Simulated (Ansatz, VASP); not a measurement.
**Two plane-wave programs on Ir**

File INCAR:

```
PREC = Accurate
ENCUT = 560
EDIFF = 1E-7
ISMEAR = 0
SIGMA = 0.1
LREAL = False
LASPH = True
NELM = 120
ALGO = Normal
ISIF = 3
LWAVE = False
LCHARG = False
GGA = PS
IBRION = 2
NSW = 90
EDIFFG = -0.04
GGA_COMPAT = False
NELMIN = 4
```

File KPOINTS:

```
regular mesh
0
Gamma
  6 6 4
```

POSCAR

```
Ir
1.0
    3.5455382034      0.0000000000      0.0000000000
   -1.7727691017      3.0705261543      0.0000000000
    0.0000000000      0.0000000000      4.0225317782
Ir
3
Direct
    0.2254000000      0.0000000000      0.3333333333
    0.0000000000      0.2254000000      0.6666666667
    0.7746000000      0.7746000000      0.0000000000
```

Input for Ansatz:

```yaml
crystal:
  lattice:
    - [3.5455382034, 0.0, 0.0]
    - [-1.7727691017, 3.0705261543, 0.0]
    - [0.0, 0.0, 4.0225317782]
  atoms:
    - { symbol: Ir, position: [0.2254, 0.0, 0.3333333333] }
    - { symbol: Ir, position: [0.0, 0.2254, 0.6666666667] }
    - { symbol: Ir, position: [0.7746, 0.7746, 0.0] }
basis:
  ecutwfc: 420
kpoints:
  mp_grid: { grid: [6, 6, 4] }
hamiltonian:
  xc: pbesol
scf:
  occupations: { method: gaussian, width: 0.1 }
  lower_state_search: "off"
output:
  forces: true
  stress: true
  eigenvalues: true
relax:
  adjacent_minimum: "off"
  f_tol: 0.04
  max_steps: 70
  cell: { stress_tol: 0.4 }
```

Alike in both runs: task relaxation of cell and atoms; functional PBEsol; k mesh 6 × 6 × 4; occupations gaussian, width 0.1 eV; no spin polarisation.

```csv
,VASP,Ansatz
version,VASP 6.6.1,Ansatz 0.2.0
potentials or method,"VASP PAW PBE potentials, release 64 (Ir_sv_GW), cutoff 560 eV","scalar-relativistic, plane waves, PAW"
valence electrons in the cell,51,51
```

|  | VASP | Ansatz | Ansatz less VASP |
| --- | --- | --- | --- |
| gap on the k mesh at the Fermi level, each at its own relaxed structure (eV) | none | none | - |
| relaxed volume (Å³/atom) | 16.53 | 16.36 | -0.165 |
| relaxed length of the cell vector where the two differ most in proportion (Å) | 4.314 | 4.181 | -0.1326 |

VASP's potentials were made for PBE, not for PBEsol. A gap of «none» marks a metal or a gap that the smearing closes.

The k mesh is coarse, so the values compare programs but aren't converged. Spin-orbit coupling is off throughout.
